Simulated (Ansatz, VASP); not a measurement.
NiO in VASP and in Ansatz

```
Ni O
1.0
     2.95170    1.70416    4.81134
    -1.47585    0.85208    2.40567
     0.00000   -1.70416    2.40567
Ni O
2 2
Direct
  0.00000 0.00000 0.00000
  0.50000 0.00000 0.00000
  0.25000 0.50000 0.50000
  0.75000 0.50000 0.50000
```

Alike in both runs: task single point; functional r2SCAN; k mesh 4 × 8 × 8; occupations fermi-dirac, width 0.05 eV; collinear spin.

```csv
,VASP,Ansatz
version,VASP 6.6.1,Ansatz 0.2.0
potentials or method,"VASP PAW PBE potentials, release 64 (Ni, O), cutoff 520 eV","PAW, plane waves, scalar-relativistic"
valence electrons in the cell,32,48
```

Ansatz gave:

- pressure (GPa): 2.7
- traceless stress, the component that is largest in VASP (GPa): 0.20
- net moment per atom (μB): 1.00
- size of the moment on the site where the two differ most (μB): 1.67

Problem. What did VASP give for the same quantities?

Solution. Pressure (GPa): 2.8; traceless stress, the component that is largest in VASP (GPa): 0.21; net moment per atom (μB): 1.00; size of the moment on the site where the two differ most (μB): 1.69.

VASP's potentials were made for PBE, not for r2SCAN. Site moments also hang on the region over which each program counts them. VASP's potentials hold 32 valence electrons a cell and Ansatz's 48, so a difference there can come from the potentials and not from the codes. Ansatz's warnings: stability check not made.
